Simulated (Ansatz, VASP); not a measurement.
ZnCu: VASP beside Ansatz

File INCAR:

```
  PREC = Accurate
  ENCUT = 520
  EDIFF = 1E-8
  ISMEAR = -1
  SIGMA = 0.05
  LREAL = F
  LASPH = T
  NELM = 100
  ALGO = Normal
  ISIF = 2
  LWAVE = F
  LCHARG = F
  GGA = PS
  LEFG = T
  NBANDS = 18
```

The input KPOINTS:

```
Automatic mesh
0
Gamma
  14 14 14
```

The input POSCAR:

```
ZnCu
1.0
    2.9450000000      0.0000000000      0.0000000000
    0.0000000000      2.9450000000      0.0000000000
    0.0000000000      0.0000000000      2.9155500000
Zn Cu
1 1
Direct
    0.5000000000      0.5000000000      0.5000000000
    0.0000000000      0.0000000000      0.0000000000
```

Input for Ansatz:

```yaml
crystal:
  lattice:
    - [2.945, 0.0, 0.0]
    - [0.0, 2.945, 0.0]
    - [0.0, 0.0, 2.91555]
  atoms:
    - { symbol: Zn, position: [0.5, 0.5, 0.5] }
    - { symbol: Cu, position: [0.0, 0.0, 0.0] }
kpoints:
  mp_grid: { grid: [14, 14, 14] }
scf:
  occupations: { method: fermi_dirac, width: 0.05 }
hamiltonian:
  xc: pbesol
  pseudopotentials: { kind: paw }
output:
  forces: true
  stress: true
  eigenvalues: true
  efg: { contact_densities: true }
  write_density: true
  write_potential: true
  elf: true
  volumetric_format: npy
```

Change from the starting cell: zz strain of -1 %, PAW files.

Alike in both runs: task electric field gradients; functional PBEsol; k mesh 14 × 14 × 14; occupations fermi-dirac, width 0.05 eV; no spin polarisation.

|  | VASP | Ansatz |
| --- | --- | --- |
| version | VASP 6.6.1 | Ansatz 0.2.0 |
| potentials or method | VASP PAW PBE potentials, release 64 (Zn, Cu) | PAW with Ansatz's default frozen-core files, scalar-relativistic |
| plane-wave cutoff (eV) | 520 | 420 |
| valence electrons in the cell | 23 | 31 |

```tsv
	VASP	Ansatz	Ansatz less VASP
pressure (GPa)	-2.9	-3.6	-0.67
traceless stress, the component that is largest in VASP (GPa)	0.40	0.39	-0.006
size of Vzz on the site where it differs most (V/Å²)	1.3	1.1	-0.12
```

VASP's potentials were made for PBE, not for PBEsol. VASP's potentials hold 23 valence electrons a cell and Ansatz's 31, so a difference there can come from the potentials and not from the codes.
